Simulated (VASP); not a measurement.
A run of VASP 6.6.1:

Contents of INCAR:

```
SYSTEM = Ni
PREC     = Accurate       ! precision mode
ENCUT    = 520            ! plane-wave cutoff, eV
EDIFF    = 1E-6           ! SCF threshold, eV
ISMEAR   = 0              ! smearing method
SIGMA    = 0.1            ! smearing width, eV
LREAL    = .FALSE.        ! projectors in reciprocal space
LASPH    = .TRUE.         ! aspherical terms in the spheres
NELM     = 150            ! most SCF steps
ALGO     = Normal         ! electronic algorithm
ISIF     = 2              ! what is computed and relaxed
LWAVE    = .FALSE.        ! write WAVECAR
LCHARG   = .FALSE.        ! write CHGCAR
ISPIN    = 2              ! spin polarisation
MAGMOM   = 2              ! initial moments
LORBIT   = 11             ! projections on sites
LMAXMIX  = 4              ! l up to which the mixer works
GGA      = PS             ! functional
NBANDS   = 15             ! bands
```

File KPOINTS:

```
regular mesh
0
G
  8 8 8
  0 0 0
```

The input POSCAR:

```
Ni
1.0
    0.0000000000      1.8413208768      1.8413208768
    1.8413208768      0.0000000000      1.8413208768
    1.8413208768      1.8413208768      0.0000000000
Ni
1
Direct
    0.0000000000      0.0000000000      0.0000000000
```

Potentials or basis: VASP PAW PBE potentials, release 64 (Ni).

Command:

```sh
$ cat potpaw_PBE.64/Ni/POTCAR > POTCAR
$ mpirun -np 1 vasp_std > vasp.out
```

Hardware: 1 thread of AMD EPYC 7R13 (shared host).

Q: Estimate the wall time of this run.

A: Wall time 24 s on 1 thread of AMD EPYC 7R13, with other jobs on the host, peak memory 0.1 GiB. Counts: scf iterations 12, k points 29.
